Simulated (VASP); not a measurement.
A run of VASP 6.6.1 is set up as follows.

File INCAR:

```
SYSTEM = Mg2CdSe3
PREC = Accurate ; ENCUT = 520
EDIFF = 1E-7 ; ISMEAR = 0
SIGMA = 0.02 ; LREAL = .False.
LASPH = .True. ; NELM = 80
ALGO = Normal ; ISIF = 2
LWAVE = .False. ; LCHARG = .False.
GGA = PE ; NBANDS = 26
```

KPOINTS

```
Automatic mesh
0
Gamma
  10 10 10
  0 0 0
```

Contents of POSCAR:

```
Mg2CdSe3
1.0
   -1.9776514537      1.9776514537      8.4024610412
    1.9776514537     -1.9776514537      8.4024610412
    1.9776514537      1.9776514537     -8.4024610412
Mg Cd Se
2 1 3
Direct
    0.6668925824      0.6668925824      0.0000000000
    0.3331074176      0.3331074176      0.0000000000
    0.0000000000      0.0000000000      0.0000000000
    0.8304313786      0.8304313786      0.0000000000
    0.5000000000      0.5000000000      0.0000000000
    0.1695686214      0.1695686214      0.0000000000
```

Potentials or basis: VASP PAW PBE potentials, release 64 (Mg, Cd, Se).

Launch:

```bash
$ cat potpaw_PBE.64/Mg/POTCAR potpaw_PBE.64/Cd/POTCAR potpaw_PBE.64/Se/POTCAR > POTCAR
$ mpirun -np 1 vasp_std > vasp.out
```

(1) What does it give for the band gap on the k mesh?

(2) Predict the pressure.

(3) Estimate the largest force.

## Answers

(1) 0.59 eV, indirect (least direct gap 1.24 eV).

(2) 0.1 GPa.

(3) 0.024 eV/Å.
